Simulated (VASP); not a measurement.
# Re (Fd-3m) in VASP: a series of runs

Runs on Re. Level: PBE. Tasks: single point.

All numbers are computed with VASP 6.6.1; they aren't measurements. Logs are shortened: lines on timing, memory, paths and dates and some standing lists are left out, and cuts for length are marked.

## 1. The cell of the first run

Symmetry: Fd-3m, No. 227, cubic system. Conventional cell: a = 5.354 Å, b = 5.354 Å, c = 5.354 Å, α = 90.00°, β = 90.00°, γ = 90.00°. Within 3.1 Å of Re (site symmetry -43m) lie 4 Re at 2.32 Å.

## 2. Single point, PBE (volume scaled by 0.85)

INCAR reads:

```
  ALGO = Normal
  EDIFF = 1E-6
  ENCUT = 500
  GGA = PE
  GGA_COMPAT = False
  ISIF = 2
  ISMEAR = -1
  LASPH = True
  LCHARG = False
  LREAL = False
  LWAVE = False
  NBANDS = 22
  NELM = 120
  PREC = Accurate
  SIGMA = 0.1
```

KPOINTS reads:

```
k-points
0
Gamma
  12 12 12
```

POSCAR reads:

```
Re
1.0
    0.0000000000      2.6770157262      2.6770157262
    2.6770157262      0.0000000000      2.6770157262
    2.6770157262      2.6770157262      0.0000000000
Re
2
Direct
   -0.1250000000     -0.1250000000     -0.1250000000
    0.1250000000      0.1250000000      0.1250000000
```

Potentials or basis: VASP PAW PBE potentials, release 64 (Re_sv_GW).

Command:

```sh
$ cat potpaw_PBE.64/Re_sv_GW/POTCAR > POTCAR
$ mpirun -np 1 vasp_std > vasp.out
```

OUTCAR:

```text
EDIFF = 1E-6
   ENCUT = 500
   GGA = PE
   ISIF = 2
   ISMEAR = -1
   LASPH = True
   LREAL = False
   NELM = 120
   PREC = Accurate

 ion  position               nearest neighbor table
   1  0.875  0.875  0.875-   2 2.32   2 2.32   2 2.32   2 2.32
   2  0.125  0.125  0.125-   1 2.32   1 2.32   1 2.32   1 2.32

  LATTYP: Found a face centered cubic cell.
 ALAT       =     5.3540314524

  Lattice vectors:

 A1 = (   0.0000000000,   2.6770157262,   2.6770157262)
 A2 = (   2.6770157262,   0.0000000000,   2.6770157262)
 A3 = (   2.6770157262,   2.6770157262,   0.0000000000)

Analysis of symmetry for initial positions (statically):
=====================================================================
 Subroutine PRICEL returns:
 Original cell was already a primitive cell.

 Routine SETGRP: Setting up the symmetry group for a
 face centered cubic supercell.

 Subroutine GETGRP returns: Found 48 space group operations
 (whereof 12 operations were pure point group operations)
 out of a pool of 48 trial point group operations.

The static configuration has the point symmetry D_3d.
 The point group associated with its full space group is O_h .

Analysis of symmetry for dynamics (positions and initial velocities):
=====================================================================
 Subroutine PRICEL returns:
 Original cell was already a primitive cell.

 Routine SETGRP: Setting up the symmetry group for a
 face centered cubic supercell.

 Subroutine GETGRP returns: Found 48 space group operations
 (whereof 12 operations were pure point group operations)
 out of a pool of 48 trial point group operations.

The dynamic configuration has the point symmetry D_3d.
 The point group associated with its full space group is O_h .

 Subroutine INISYM returns: Found 48 space group operations
 (whereof 12 operations are pure point group operations),
 and found     1 'primitive' translations

----------------------------------------------------------------------------------------

                                     Primitive cell

  volume of cell :      38.3692

  direct lattice vectors                    reciprocal lattice vectors
[... 78 lines left out ...]
   PREC   = accura    normal or accurate (medium, high low for compatibility)
   ISTART =      0    job   : 0-new  1-cont  2-samecut
   ICHARG =      2    charge: 1-file 2-atom 10-const
   ISPIN  =      1    spin polarized calculation?
   LNONCOLLINEAR =      F non collinear calculations
   LSORBIT =      F    spin-orbit coupling
   LASPH  =      T    aspherical Exc in radial PAW
   ENCUT  =  500.0 eV  36.75 Ry    6.06 a.u.   6.90  6.90  6.90*2*pi/ulx,y,z
   NELM   =    120;   NELMIN=  2; NELMDL= -5     # of ELM steps
   EDIFF  = 0.1E-05   stopping-criterion for ELM
   LREAL  =      F    real-space projection
   EDIFFG = 0.1E-04   stopping-criterion for IOM
   NSW    =      0    number of steps for IOM
   IBRION =     -1    ionic relax: 0-MD 1-quasi-New 2-CG
   NFREE  =      0    steps in history (QN), initial steepest desc. (CG)
   ISIF   =      2    stress and relaxation
   ISYM   =      2    0-nonsym 1-usesym 2-fastsym
   POTIM  = 0.5000    time-step for ionic-motion
   TEBEG  =    0.0;   TEEND  =   0.0 temperature during run
   PSTRESS=    0.0 pullay stress
   NELECT =      30.0000    total number of electrons
   NUPDOWN=      -1.0000    fix difference up-down
   EMIN   =  10.00;   EMAX   =-10.00  energy-range for DOS
   EFERMI =   0.00;   METHOD = LEGACY
   ISMEAR =    -1;   SIGMA  =   0.10  broadening in eV -4-tet -1-fermi 0-gaus
   EFERMI_NEDOS =   21; number of points for ismear=-14 and -15
   IALGO  =     38    algorithm
   IMIX   =      4    mixing-type and parameters
     AMIX     =   0.40;   BMIX     =  1.00
     AMIX_MAG =   1.60;   BMIX_MAG =  1.00
  volume/ion in A,a.u.               =      19.18       129.46
  Fermi-wavevector in a.u.,A,eV,Ry     =   1.508184  2.850054 30.948070  2.274619
  Thomas-Fermi vector in A             =   2.618672
   LORBIT       =      0    0 simple, 1 ext, 2 COOP (PROOUT), +10 PAW based schemes
   GGA     = PE    functional components
   LHFCALC =     F    Hartree Fock is set to
   AEXX    =    0.0000 exact exchange contribution
   IVDW    =     0    specifies the selected vdW correction
   LEPSILON=     F    determine dielectric tensor
   LRPA    =     F    only Hartree local field effects (RPA)
 non-spin polarized calculation
  energy-cutoff  :      500.00
  volume of cell :       38.37
 maximum number of plane-waves:       992
   NGX = 13   NGY = 13   NGZ = 13

 number of electron      30.0000005 magnetization

 Free energy of the ion-electron system (eV)
  ---------------------------------------------------
  ext. energy  EPLUGINS =         0.00000000
  ---------------------------------------------------
  free energy    TOTEN  =       -24.14767025 eV

  energy without entropy =      -24.10589447  energy(sigma->0) =      -24.12678236

 E-fermi :   8.8803     XC(G=0): -12.1797

 val. band max:        8.8716732957   @ k =  -0.4167   0.2500   0.0833
 cond. band min:       8.8977897002   @ k =  -0.3333   0.2500   0.0833
 fundamental gap:      0.0261164045
 Fermi energy:         8.8802967357

 k-point     1 :       0.0000    0.0000    0.0000
  band No.  band energies     occupation
      1     -70.7465      2.00000
      2     -70.1471      2.00000
      3     -33.1921      2.00000
      4     -33.1921      2.00000
      5     -33.1921      2.00000
      6     -31.7552      2.00000
[... 589 lines left out ...]
     21      18.1546      0.00000
     22      19.4510      0.00000

 [... further k-points ...]

------------------------ aborting loop because EDIFF is reached ----------------------------------------

  FORCE on cell =-STRESS in cart. coord.  units (eV):
  Direction    XX          YY          ZZ          XY          YZ          ZX
  --------------------------------------------------------------------------------------
  -------------------------------------------------------------------------------------
  Total        9.2986432      9.2986432      9.2986432      0.0000000      0.0000000     -0.0000000
  in kB      388.2821300    388.2821300    388.2821300      0.0000000      0.0000000     -0.0000000
  external PRESSURE =     388.2821300 kB  Pullay stress =       0.0000000 kB

 VOLUME and BASIS-vectors are now :
 -----------------------------------------------------------------------------
  energy-cutoff  :      500.00
  volume of cell :       38.37
      direct lattice vectors                 reciprocal lattice vectors
     0.000000000  2.677015726  2.677015726    -0.186775145  0.186775145  0.186775145
     2.677015726  0.000000000  2.677015726     0.186775145 -0.186775145  0.186775145
     2.677015726  2.677015726  0.000000000     0.186775145  0.186775145 -0.186775145

 POSITION                                       TOTAL-FORCE (eV/Angst)
 -----------------------------------------------------------------------------------
      4.68478      4.68478      4.68478         0.000000      0.000000      0.000000
      0.66925      0.66925      0.66925        -0.000000     -0.000000     -0.000000
 -----------------------------------------------------------------------------------
    total drift:                                0.000000     -0.000000     -0.000000

  FREE ENERGIE OF THE ION-ELECTRON SYSTEM (eV)
  ---------------------------------------------------
  free  energy   TOTEN  =       -24.1476702454 eV

  energy  without entropy=      -24.1058944749  energy(sigma->0) =      -24.12678236
```

It took 57 s on 1 thread of Intel Xeon Platinum 8175M at 2.50GHz (Skylake/Cascade Lake), shared host; peak memory 0.19 GiB.

What came out:

```yaml
Free_energy: -24.1477 eV
Pressure: 38.8 GPa
Band_gap_on_the_k_mesh: zero (band 15 reaches 9.64 eV, above the bottom of band 16 at 7.96 eV)
```

Levels at points of the mesh, in eV from the Fermi level:
```csv
k point,band 13,band 14,band 15,band 16,band 17,band 18
"(0.00, 0.00, 0.00)",-2.58,-2.58,0.76,0.76,0.76,5.08
"(0.50, 0.00, 0.00)",-2.97,-2.97,-0.84,2.10,2.10,3.95
"(0.50, 0.50, 0.00)",-1.78,-1.78,-0.21,-0.21,4.37,4.37
```

Caveat: spin-orbit coupling is left out, which moves the levels of the heavy elements.

## 3. Single point, PBE (volume scaled by 0.95)

INCAR reads:

```
PREC = Accurate
ENCUT = 500
EDIFF = 1E-6
ISMEAR = -1
SIGMA = 0.1
LREAL = False
LASPH = True
NELM = 120
ALGO = Normal
ISIF = 2
LWAVE = False
LCHARG = False
GGA = PE
NBANDS = 22
GGA_COMPAT = False
```

KPOINTS reads:

```
Automatic mesh
0
Gamma
  12 12 12
```

POSCAR reads:

```
Re
1.0
    0.0000000000      2.7781294758      2.7781294758
    2.7781294758      0.0000000000      2.7781294758
    2.7781294758      2.7781294758      0.0000000000
Re
2
Direct
   -0.1250000000     -0.1250000000     -0.1250000000
    0.1250000000      0.1250000000      0.1250000000
```

Potentials or basis: VASP PAW PBE potentials, release 64 (Re_sv_GW).

Command:

```sh
$ cat potpaw_PBE.64/Re_sv_GW/POTCAR > POTCAR
$ mpirun -np 1 vasp_std > vasp.out
```

OUTCAR:

```text
PREC = Accurate
   ENCUT = 500
   EDIFF = 1E-6
   ISMEAR = -1
   LREAL = False
   LASPH = True
   NELM = 120
   ISIF = 2
   GGA = PE

 ion  position               nearest neighbor table
   1  0.875  0.875  0.875-   2 2.41   2 2.41   2 2.41   2 2.41
   2  0.125  0.125  0.125-   1 2.41   1 2.41   1 2.41   1 2.41

  LATTYP: Found a face centered cubic cell.
 ALAT       =     5.5562589516

  Lattice vectors:

 A1 = (   0.0000000000,   2.7781294758,   2.7781294758)
 A2 = (   2.7781294758,   0.0000000000,   2.7781294758)
 A3 = (   2.7781294758,   2.7781294758,   0.0000000000)

Analysis of symmetry for initial positions (statically):
=====================================================================
 Subroutine PRICEL returns:
 Original cell was already a primitive cell.

 Routine SETGRP: Setting up the symmetry group for a
 face centered cubic supercell.

 Subroutine GETGRP returns: Found 48 space group operations
 (whereof 12 operations were pure point group operations)
 out of a pool of 48 trial point group operations.

The static configuration has the point symmetry D_3d.
 The point group associated with its full space group is O_h .

Analysis of symmetry for dynamics (positions and initial velocities):
=====================================================================
 Subroutine PRICEL returns:
 Original cell was already a primitive cell.

 Routine SETGRP: Setting up the symmetry group for a
 face centered cubic supercell.

 Subroutine GETGRP returns: Found 48 space group operations
 (whereof 12 operations were pure point group operations)
 out of a pool of 48 trial point group operations.

The dynamic configuration has the point symmetry D_3d.
 The point group associated with its full space group is O_h .

 Subroutine INISYM returns: Found 48 space group operations
 (whereof 12 operations are pure point group operations),
 and found     1 'primitive' translations

----------------------------------------------------------------------------------------

                                     Primitive cell

  volume of cell :      42.8832

  direct lattice vectors                    reciprocal lattice vectors
     0.000000000  2.778129476  2.778129476    -0.179977213  0.179977213  0.179977213
     2.778129476  0.000000000  2.778129476     0.179977213 -0.179977213  0.179977213
     2.778129476  2.778129476  0.000000000     0.179977213  0.179977213 -0.179977213

  length of vectors
     3.928868383  3.928868383  3.928868383     0.311729677  0.311729677  0.311729677

  position of ions in fractional coordinates (direct lattice)
     0.875000000  0.875000000  0.875000000
     0.125000000  0.125000000  0.125000000

  ion indices of the primitive-cell ions
   primitive index   ion index
                 1           1
                 2           2

----------------------------------------------------------------------------------------

 KPOINTS: Automatic mesh

Automatic generation of k-mesh.
 Grid dimensions read from file:
 generate k-points for:   12   12   12

 Generating k-lattice:

  Cartesian coordinates                     Fractional coordinates (reciprocal lattice)
    -0.014998101  0.014998101  0.014998101     0.083333333  0.000000000  0.000000000
     0.014998101 -0.014998101  0.014998101     0.000000000  0.083333333  0.000000000
     0.014998101  0.014998101 -0.014998101     0.000000000  0.000000000  0.083333333

  Length of vectors
     0.025977473  0.025977473  0.025977473

  Shift w.r.t. Gamma in fractional coordinates (k-lattice)
     0.000000000  0.000000000  0.000000000

 Subroutine IBZKPT returns following result:
 ===========================================

 Found     72 irreducible k-points:

 Following reciprocal coordinates:
            Coordinates               Weight
  0.000000  0.000000  0.000000      1.000000
  0.083333  0.000000  0.000000      8.000000
  0.166667  0.000000  0.000000      8.000000
  0.250000  0.000000  0.000000      8.000000
  0.333333  0.000000  0.000000      8.000000
  0.416667  0.000000  0.000000      8.000000
[... 16 lines left out ...]
  0.500000  0.166667  0.000000     24.000000
 -0.416667  0.166667  0.000000     24.000000
 [... further k-points ...]
   k-points           NKPTS =     72   k-points in BZ     NKDIM =     72   number of bands    NBANDS=     22
   number of dos      NEDOS =    301   number of ions     NIONS =      2
   total plane-waves  NPLWV =  27000
   dimension x,y,z NGX =    30 NGY =   30 NGZ =   30
   dimension x,y,z NGXF=    60 NGYF=   60 NGZF=   60
   ions per type =               2
   NGX,Y,Z   is equivalent  to a cutoff of  12.69, 12.69, 12.69 a.u.
   NGXF,Y,Z  is equivalent  to a cutoff of  25.39, 25.39, 25.39 a.u.
 SYSTEM =  unknown system
   PREC   = accura    normal or accurate (medium, high low for compatibility)
   ISTART =      0    job   : 0-new  1-cont  2-samecut
   ICHARG =      2    charge: 1-file 2-atom 10-const
   ISPIN  =      1    spin polarized calculation?
   LNONCOLLINEAR =      F non collinear calculations
   LSORBIT =      F    spin-orbit coupling
   LASPH  =      T    aspherical Exc in radial PAW
   ENCUT  =  500.0 eV  36.75 Ry    6.06 a.u.   7.16  7.16  7.16*2*pi/ulx,y,z
   NELM   =    120;   NELMIN=  2; NELMDL= -5     # of ELM steps
   EDIFF  = 0.1E-05   stopping-criterion for ELM
   LREAL  =      F    real-space projection
   EDIFFG = 0.1E-04   stopping-criterion for IOM
   NSW    =      0    number of steps for IOM
   IBRION =     -1    ionic relax: 0-MD 1-quasi-New 2-CG
   NFREE  =      0    steps in history (QN), initial steepest desc. (CG)
   ISIF   =      2    stress and relaxation
   ISYM   =      2    0-nonsym 1-usesym 2-fastsym
   POTIM  = 0.5000    time-step for ionic-motion
   TEBEG  =    0.0;   TEEND  =   0.0 temperature during run
   PSTRESS=    0.0 pullay stress
   NELECT =      30.0000    total number of electrons
   NUPDOWN=      -1.0000    fix difference up-down
   EMIN   =  10.00;   EMAX   =-10.00  energy-range for DOS
   EFERMI =   0.00;   METHOD = LEGACY
   ISMEAR =    -1;   SIGMA  =   0.10  broadening in eV -4-tet -1-fermi 0-gaus
   EFERMI_NEDOS =   21; number of points for ismear=-14 and -15
   IALGO  =     38    algorithm
   IMIX   =      4    mixing-type and parameters
     AMIX     =   0.40;   BMIX     =  1.00
     AMIX_MAG =   1.60;   BMIX_MAG =  1.00
  volume/ion in A,a.u.               =      21.44       144.70
  Fermi-wavevector in a.u.,A,eV,Ry     =   1.453292  2.746323 28.736274  2.112057
  Thomas-Fermi vector in A             =   2.570575
   LORBIT       =      0    0 simple, 1 ext, 2 COOP (PROOUT), +10 PAW based schemes
   GGA     = PE    functional components
   LHFCALC =     F    Hartree Fock is set to
   AEXX    =    0.0000 exact exchange contribution
   IVDW    =     0    specifies the selected vdW correction
   LEPSILON=     F    determine dielectric tensor
   LRPA    =     F    only Hartree local field effects (RPA)
 non-spin polarized calculation
  energy-cutoff  :      500.00
  volume of cell :       42.88
 maximum number of plane-waves:      1113
 NGX is ok and might be reduce to    30
   NGX = 15   NGY = 15   NGZ = 15

 number of electron      30.0000003 magnetization

 Free energy of the ion-electron system (eV)
  ---------------------------------------------------
  ext. energy  EPLUGINS =         0.00000000
  ---------------------------------------------------
  free energy    TOTEN  =       -24.82939971 eV

  energy without entropy =      -24.78334619  energy(sigma->0) =      -24.80637295

 E-fermi :   7.4189     XC(G=0): -11.5839

 val. band max:        7.4124499065   @ k =   0.1667   0.0000   0.0000
 cond. band min:       7.4295704992   @ k =  -0.2500   0.2500   0.0000
 fundamental gap:      0.0171205927
 Fermi energy:         7.4188530979

 k-point     1 :       0.0000    0.0000    0.0000
  band No.  band energies     occupation
      1     -72.1662      2.00000
      2     -71.7726      2.00000
      3     -34.4379      2.00000
      4     -34.4379      2.00000
      5     -34.4379      2.00000
      6     -33.3698      2.00000
[... 14 lines left out ...]
     21      18.9572      0.00000
     22      20.1314      0.00000
[... 552 lines left out ...]
  band No.  band energies     occupation
      1     -72.0534      2.00000
      2     -71.8886      2.00000
      3     -34.6413      2.00000
      4     -34.5756      2.00000
      5     -34.2767      2.00000
      6     -33.5402      2.00000
[... 14 lines left out ...]
     21      15.7102      0.00000
     22      16.9523      0.00000

 [... further k-points ...]

------------------------ aborting loop because EDIFF is reached ----------------------------------------

  FORCE on cell =-STRESS in cart. coord.  units (eV):
  Direction    XX          YY          ZZ          XY          YZ          ZX
  --------------------------------------------------------------------------------------
  -------------------------------------------------------------------------------------
  Total        2.2764343      2.2764343      2.2764343     -0.0000000      0.0000000      0.0000000
  in kB       85.0507705     85.0507705     85.0507705     -0.0000000      0.0000000      0.0000000
  external PRESSURE =      85.0507705 kB  Pullay stress =       0.0000000 kB

 VOLUME and BASIS-vectors are now :
 -----------------------------------------------------------------------------
  energy-cutoff  :      500.00
  volume of cell :       42.88
      direct lattice vectors                 reciprocal lattice vectors
     0.000000000  2.778129476  2.778129476    -0.179977213  0.179977213  0.179977213
     2.778129476  0.000000000  2.778129476     0.179977213 -0.179977213  0.179977213
     2.778129476  2.778129476  0.000000000     0.179977213  0.179977213 -0.179977213

 POSITION                                       TOTAL-FORCE (eV/Angst)
 -----------------------------------------------------------------------------------
      4.86173      4.86173      4.86173         0.000000     -0.000000      0.000000
      0.69453      0.69453      0.69453        -0.000000      0.000000     -0.000000
 -----------------------------------------------------------------------------------
    total drift:                               -0.000000      0.000000      0.000000

  FREE ENERGIE OF THE ION-ELECTRON SYSTEM (eV)
  ---------------------------------------------------
  free  energy   TOTEN  =       -24.8293997083 eV

  energy  without entropy=      -24.7833461854  energy(sigma->0) =      -24.80637295
```

stdout:

```text
POSCAR found type information on POSCAR Re
 POSCAR found :  1 types and       2 ions
 scaLAPACK will be used
 LDA part: xc-table for (Slater+PW92), standard interpolation
 POSCAR, INCAR and KPOINTS ok, starting setup
 FFT: planning ... GRIDC
 FFT: planning ... GRID_SOFT
 FFT: planning ... GRID
 WAVECAR not read
 entering main loop
```

Wall time 50 s (1 thread of AMD EPYC 9R45 (Zen 5), shared host); peak memory 0.16 GiB.

What came out:

* Free energy: -24.8294 eV
* Pressure: 8.5 GPa
* Band gap on the k mesh: zero (band 15 reaches 8.10 eV, above the bottom of band 16 at 6.57 eV)

Levels at points of the mesh, in eV from the Fermi level:
```csv
k point,band 11,band 12,band 13,band 14,band 15,band 16,band 17,band 18,band 19,band 20
"(0.00, 0.00, 0.00)",-3.21,-2.33,-2.33,-2.33,0.68,0.68,0.68,4.39,4.39,11.29
"(0.50, 0.00, 0.00)",-2.89,-2.89,-2.60,-2.60,-0.89,1.81,1.81,3.46,3.46,4.22
"(0.50, 0.50, 0.00)",-2.53,-2.53,-1.90,-1.90,-0.06,-0.06,3.85,3.85,4.77,4.77
```

Caveat: spin-orbit coupling is left out, which moves the levels of the heavy elements.
